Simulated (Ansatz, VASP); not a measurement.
## Two plane-wave programs on In

POSCAR

```
In
1.0
   -1.8825252400      1.8825252400      1.8825252400
    1.8825252400     -1.8825252400      1.8825252400
    1.8825252400      1.8825252400     -1.8825252400
In
1
Direct
    0.0000000000      0.0000000000      0.0000000000
```

INCAR.step1

```
SYSTEM = In
PREC = Accurate ; ENCUT = 520
EDIFF = 1E-5 ; ISMEAR = -1
SIGMA = 0.05 ; LREAL = .False.
LASPH = .True. ; NELM = 150
ALGO = Normal ; ISIF = 2
LWAVE = .True. ; LCHARG = .False.
MAGMOM = 0 0 0 ; LORBIT = 11
LSORBIT = .True. ; GGA_COMPAT = .False.
LORBMOM = .True. ; NBANDS = 24
GGA = PE
```

Contents of INCAR.step2:

```
SYSTEM = In
PREC = Accurate ; ENCUT = 520
EDIFF = 1E-6 ; ISMEAR = -1
SIGMA = 0.05 ; LREAL = .False.
LASPH = .True. ; NELM = 150
ALGO = Normal ; ISIF = 2
LWAVE = .False. ; LCHARG = .False.
MAGMOM = 0 0 0 ; LORBIT = 11
LSORBIT = .True. ; GGA_COMPAT = .False.
LORBMOM = .True. ; GGA = PE
LHFCALC = .True. ; HFSCREEN = 0.2079
PRECFOCK = Normal ; NBANDS = 24
ISTART = 1
```

KPOINTS

```
regular mesh
0
Gamma
  4 4 4
  0 0 0
```

Contents of input:

```
crystal:
  lattice:
    - [-1.88252524, 1.88252524, 1.88252524]
    - [1.88252524, -1.88252524, 1.88252524]
    - [1.88252524, 1.88252524, -1.88252524]
  atoms:
    - { symbol: In, position: [0.0, 0.0, 0.0] }
hamiltonian:
  xc: hse06
  pseudopotentials: { kind: paw_fr }
magnetization:
  noncollinear: true
  spin_orbit: true
kpoints:
  mp_grid: { grid: [4, 4, 4] }
scf:
  occupations: { method: fermi_dirac, width: 0.05 }
output:
  forces: true
  stress: true
  eigenvalues: true
```

Alike in both runs: task single point; functional HSE06; k mesh 4 × 4 × 4; occupations fermi-dirac, width 0.05 eV; non-collinear spin, spin-orbit coupling.

```csv
,VASP,Ansatz
version,VASP 6.6.1,Ansatz 0.2.0
potentials or method,"VASP PAW PBE potentials, release 64 (In_d)",Ansatz PAW
plane-wave cutoff (eV),520,420
valence electrons in the cell,13,13
```

VASP gave:

* pressure (GPa): 0.6

Task: Estimate Ansatz's values.

Result: Pressure (GPa): 0.9.

The k mesh is coarse, so the values compare programs but aren't converged.
